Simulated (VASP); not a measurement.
Input of a VASP 6.6.1 run:

The input INCAR:

```
  PREC = Accurate
  ENCUT = 500
  EDIFF = 1E-6
  ISMEAR = 0
  SIGMA = 0.01
  LREAL = False
  LASPH = True
  NELM = 120
  ALGO = Normal
  ISIF = 2
  LWAVE = False
  LCHARG = False
  GGA = PE
  NBANDS = 11
  GGA_COMPAT = False
```

KPOINTS

```
regular mesh
0
Gamma
  6 6 6
```

POSCAR

```
AlP
1.0
    0.0000000000      2.6566263788      2.6566263788
    2.6566263788      0.0000000000      2.6566263788
    2.6566263788      2.6566263788      0.0000000000
Al P
1 1
Direct
    0.0000000000      0.0000000000      0.0000000000
    0.2500000000      0.2500000000      0.2500000000
```

Potentials or basis: VASP PAW PBE potentials, release 64 (Al, P).

Command:

```console
$ cat potpaw_PBE.64/Al/POTCAR potpaw_PBE.64/P/POTCAR > POTCAR
$ mpirun -np 1 vasp_std > vasp.out
```

Question: What does it give for the pressure?

Answer: 11.1 GPa.

Question: Estimate the band gap on the k mesh.

Answer: 1.40 eV, indirect (least direct gap 3.68 eV).

A k mesh can miss the band edges. As with any semilocal functional, this PBE gap is likely too small.
